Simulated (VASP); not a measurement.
# Ti4O in VASP: further runs, part 2 of 2

VASP 6.6.1. Earlier steps stand in the parts before.

## 3. Single point, PBE

The input, INCAR:

```
ALGO     = Normal         # electronic algorithm
DIPOL    = 0.5 0.5 0.336
EDIFF    = 1E-6           # SCF threshold, eV
ENCUT    = 520            # plane-wave cutoff, eV
GGA      = PE             # functional
IDIPOL   = 3            
ISIF     = 2              # what is computed and relaxed
ISMEAR   = 0              # smearing method
LASPH    = T              # aspherical terms in the spheres
LCHARG   = T              # write CHGCAR
LDIPOL   = T            
LELF     = T              # ELF
LREAL    = F              # projectors in reciprocal space
LVACPOTAV= T            
LVHAR    = T            
LWAVE    = F              # write WAVECAR
NBANDS   = 35             # bands
NELM     = 100            # most SCF steps
PREC     = Accurate       # precision mode
SIGMA    = 0.1            # smearing width, eV
```

The input, KPOINTS:

```
k-points
0
Gamma
  9 7 1
```

The input, POSCAR:

```
Ti4O
1.0
    2.9075446938      0.0000000000      0.0000000000
    0.0000000000      4.1118891392      0.0000000000
    0.0000000000      0.0000000000     19.6535692687
Ti O
4 1
Direct
    0.5000000000      0.5000000000      0.2035253722
    0.0000000000      0.0000000000      0.2774952616
    0.5000000000      0.5000000000      0.3439484703
    0.0000000000      0.0000000000      0.4148645550
    0.5000000000      0.5000000000      0.4377707189
```

Potentials or basis: VASP PAW PBE potentials, release 64 (Ti_sv, O).

Started as:

```console
$ cat potpaw_PBE.64/Ti_sv/POTCAR potpaw_PBE.64/O/POTCAR > POTCAR
$ mpirun -np 1 vasp_std > vasp.out
```

OUTCAR:

```text
EDIFF = 1E-6
   ENCUT = 520
   GGA = PE
   ISIF = 2
   ISMEAR = 0
   LASPH = T
   LREAL = F
   NELM = 100
   PREC = Accurate

 ion  position               nearest neighbor table
   1  0.500  0.500  0.204-   3 2.76   2 2.91   2 2.91   2 2.91   2 2.91
   2  0.000  0.000  0.277-   4 2.70   3 2.84   3 2.84   3 2.84   3 2.84   1 2.91   1 2.91   1 2.91
                             1 2.91
   3  0.500  0.500  0.344-   5 1.84   1 2.76   2 2.84   2 2.84   2 2.84   2 2.84   4 2.88   4 2.88
                             4 2.88   4 2.88
   4  0.000  0.000  0.415-   2 2.70   3 2.88   3 2.88   3 2.88   3 2.88
   5  0.500  0.500  0.438-   3 1.84

  LATTYP: Found a simple orthorhombic cell.
 ALAT       =     2.9075446938
 B/A-ratio  =     1.4142135624
 C/A-ratio  =     6.7595071920

  Lattice vectors:

 A1 = (   2.9075446938,   0.0000000000,   0.0000000000)
 A2 = (   0.0000000000,   4.1118891392,   0.0000000000)
 A3 = (   0.0000000000,   0.0000000000,  19.6535692687)

Analysis of symmetry for initial positions (statically):
=====================================================================
 Subroutine PRICEL returns:
 Original cell was already a primitive cell.

 Routine SETGRP: Setting up the symmetry group for a
 simple orthorhombic supercell.

 Subroutine GETGRP returns: Found  4 space group operations
 (whereof  4 operations were pure point group operations)
 out of a pool of  8 trial point group operations.

The static configuration has the point symmetry C_2v.

Analysis of symmetry for dynamics (positions and initial velocities):
=====================================================================
 Subroutine PRICEL returns:
 Original cell was already a primitive cell.

 Routine SETGRP: Setting up the symmetry group for a
 simple orthorhombic supercell.

 Subroutine GETGRP returns: Found  4 space group operations
 (whereof  4 operations were pure point group operations)
 out of a pool of  8 trial point group operations.

The dynamic configuration has the point symmetry C_2v.

 Subroutine INISYM returns: Found  4 space group operations
 (whereof  4 operations are pure point group operations),
 and found     1 'primitive' translations

----------------------------------------------------------------------------------------

                                     Primitive cell

  volume of cell :     234.9683

  direct lattice vectors                    reciprocal lattice vectors
     2.907544694  0.000000000  0.000000000     0.343932804  0.000000000  0.000000000
     0.000000000  4.111889139  0.000000000     0.000000000  0.243197218  0.000000000
     0.000000000  0.000000000 19.653569269     0.000000000  0.000000000  0.050881343

  length of vectors
     2.907544694  4.111889139 19.653569269     0.343932804  0.243197218  0.050881343

  position of ions in fractional coordinates (direct lattice)
     0.500000000  0.500000000  0.203525372
     0.000000000  0.000000000  0.277495262
     0.500000000  0.500000000  0.343948470
     0.000000000  0.000000000  0.414864555
     0.500000000  0.500000000  0.437770719

  ion indices of the primitive-cell ions
   primitive index   ion index
                 1           1
                 2           2
                 3           3
                 4           4
[... 33 lines left out ...]
  0.333333  0.000000  0.000000      2.000000
  0.444444  0.000000  0.000000      2.000000
  0.000000  0.142857  0.000000      2.000000
[... 12 lines left out ...]
  0.333333  0.428571  0.000000      4.000000
  0.444444  0.428571  0.000000      4.000000
   k-points           NKPTS =     20   k-points in BZ     NKDIM =     20   number of bands    NBANDS=     35
   number of dos      NEDOS =    301   number of ions     NIONS =      5
   total plane-waves  NPLWV = 115200
   dimension x,y,z NGX =    24 NGY =   32 NGZ =  150
   dimension x,y,z NGXF=    48 NGYF=   64 NGZF=  300
   ions per type =               4   1
   NGX,Y,Z   is equivalent  to a cutoff of  13.72, 12.94, 12.69 a.u.
   NGXF,Y,Z  is equivalent  to a cutoff of  27.45, 25.88, 25.38 a.u.
 SYSTEM =  unknown system
   PREC   = accura    normal or accurate (medium, high low for compatibility)
   ISTART =      0    job   : 0-new  1-cont  2-samecut
   ICHARG =      2    charge: 1-file 2-atom 10-const
   ISPIN  =      1    spin polarized calculation?
   LNONCOLLINEAR =      F non collinear calculations
   LSORBIT =      F    spin-orbit coupling
   LASPH  =      T    aspherical Exc in radial PAW
   ENCUT  =  520.0 eV  38.22 Ry    6.18 a.u.   5.41  7.65 36.54*2*pi/ulx,y,z
   NELM   =    100;   NELMIN=  2; NELMDL= -5     # of ELM steps
   EDIFF  = 0.1E-05   stopping-criterion for ELM
   LREAL  =      F    real-space projection
   EDIFFG = 0.1E-04   stopping-criterion for IOM
   NSW    =      0    number of steps for IOM
   IBRION =     -1    ionic relax: 0-MD 1-quasi-New 2-CG
   NFREE  =      0    steps in history (QN), initial steepest desc. (CG)
   ISIF   =      2    stress and relaxation
   ISYM   =      2    0-nonsym 1-usesym 2-fastsym
   POTIM  = 0.5000    time-step for ionic-motion
   TEBEG  =    0.0;   TEEND  =   0.0 temperature during run
   PSTRESS=    0.0 pullay stress
   NELECT =      54.0000    total number of electrons
   NUPDOWN=      -1.0000    fix difference up-down
   EMIN   =  10.00;   EMAX   =-10.00  energy-range for DOS
   EFERMI =   0.00;   METHOD = LEGACY
   ISMEAR =     0;   SIGMA  =   0.10  broadening in eV -4-tet -1-fermi 0-gaus
   EFERMI_NEDOS =   21; number of points for ismear=-14 and -15
   IALGO  =     38    algorithm
   IMIX   =      4    mixing-type and parameters
     AMIX     =   0.40;   BMIX     =  1.00
     AMIX_MAG =   1.60;   BMIX_MAG =  1.00
  volume/ion in A,a.u.               =      46.99       317.13
  Fermi-wavevector in a.u.,A,eV,Ry     =   1.002774  1.894968 13.681412  1.005555
  Thomas-Fermi vector in A             =   2.135283
   LORBIT       =      0    0 simple, 1 ext, 2 COOP (PROOUT), +10 PAW based schemes
   GGA     = PE    functional components
   LHFCALC =     F    Hartree Fock is set to
   AEXX    =    0.0000 exact exchange contribution
   IVDW    =     0    specifies the selected vdW correction
   LEPSILON=     F    determine dielectric tensor
   LRPA    =     F    only Hartree local field effects (RPA)
 non-spin polarized calculation
 Gauss-broadening in eV      SIGMA  =   0.10
  energy-cutoff  :      520.00
  volume of cell :      234.97
 maximum number of plane-waves:      6369
 NGX is ok and might be reduce to    24
   NGX = 11   NGY = 15   NGZ = 73

 dipolmoment           0.000000      0.000000      0.026518 electrons x Angstroem

 number of electron      54.0000016 magnetization

 dipolmoment           0.000000      0.000000     -0.014545 electrons x Angstroem

 Free energy of the ion-electron system (eV)
  ---------------------------------------------------
  ext. energy  EPLUGINS =         0.00000000
  ---------------------------------------------------
  free energy    TOTEN  =       -37.45960831 eV

  energy without entropy =      -37.43816028  energy(sigma->0) =      -37.44888429

 E-fermi :   0.5265     XC(G=0):  -4.6199

 val. band max:        0.4930089110   @ k =   0.4444   0.1429   0.0000
 cond. band min:       0.5291849637   @ k =   0.1111   0.0000   0.0000
 fundamental gap:      0.0361760528
 Fermi energy:         0.5265183885

 k-point     1 :       0.0000    0.0000    0.0000
  band No.  band energies     occupation
      1     -56.9072      2.00000
      2     -56.4218      2.00000
      3     -56.2561      2.00000
      4     -56.0192      2.00000
      5     -33.3080      2.00000
      6     -33.1591      2.00000
[... 749 lines left out ...]
     34       2.2810      0.00000
     35       2.4640      0.00000

------------------------ aborting loop because EDIFF is reached ----------------------------------------

  FORCE on cell =-STRESS in cart. coord.  units (eV):
  Direction    XX          YY          ZZ          XY          YZ          ZX
  --------------------------------------------------------------------------------------
  -------------------------------------------------------------------------------------
  Total       -0.6992501     -7.2603176      1.9793161      0.0000000      0.0000000      0.0000000
  in kB       -4.7679741    -49.5059012     13.4963554      0.0000000      0.0000000      0.0000000
  external PRESSURE =     -13.5925067 kB  Pullay stress =       0.0000000 kB

 VOLUME and BASIS-vectors are now :
 -----------------------------------------------------------------------------
  energy-cutoff  :      520.00
  volume of cell :      234.97
      direct lattice vectors                 reciprocal lattice vectors
     2.907544694  0.000000000  0.000000000     0.343932804  0.000000000  0.000000000
     0.000000000  4.111889139  0.000000000     0.000000000  0.243197218  0.000000000
     0.000000000  0.000000000 19.653569269     0.000000000  0.000000000  0.050881343

 POSITION                                       TOTAL-FORCE (eV/Angst)
 -----------------------------------------------------------------------------------
      1.45377      2.05594      4.00000         0.000000      0.000000      0.049997
      0.00000      0.00000      5.45377         0.000000      0.000000     -0.182608
      1.45377      2.05594      6.75982         0.000000      0.000000     -1.221274
      0.00000      0.00000      8.15357         0.000000      0.000000      1.267877
      1.45377      2.05594      8.60376         0.000000      0.000000      0.086008
 -----------------------------------------------------------------------------------
    total drift:                                0.000000     -0.000000      0.001689

  FREE ENERGIE OF THE ION-ELECTRON SYSTEM (eV)
  ---------------------------------------------------
  free  energy   TOTEN  =       -37.4596083077 eV

  energy  without entropy=      -37.4381602771  energy(sigma->0) =      -37.44888429

 vacuum level on the upper side and lower side of the slab         3.669         3.888
```

Run time: 5.8 min. Hardware: 1 thread of Intel Xeon 6975P-C, shared host; peak memory 0.4 GiB.

What came out:

```yaml
Free_energy: -37.4596 eV
Largest_force: 1.268 eV/Å
Band_gap_on_the_k_mesh: zero (band 27 reaches 0.53 eV, above the bottom of band 28 at 0.45 eV)
```

Forces in eV/Å, atoms in the order of the input:
```
Ti   0.000  0.000  0.050
Ti   0.000  0.000 -0.183
Ti   0.000  0.000 -1.221
Ti   0.000  0.000  1.268
O    0.000  0.000  0.086
```

Levels at points of the mesh, in eV from the Fermi level:
```
           k point  band 23  band 24  band 25  band 26  band 27  band 28  band 29  band 30  band 31  band 32
(0.00, 0.00, 0.00)    -2.22    -1.39    -1.17    -0.45    -0.07     0.21     0.23     0.64     0.71     0.71
```
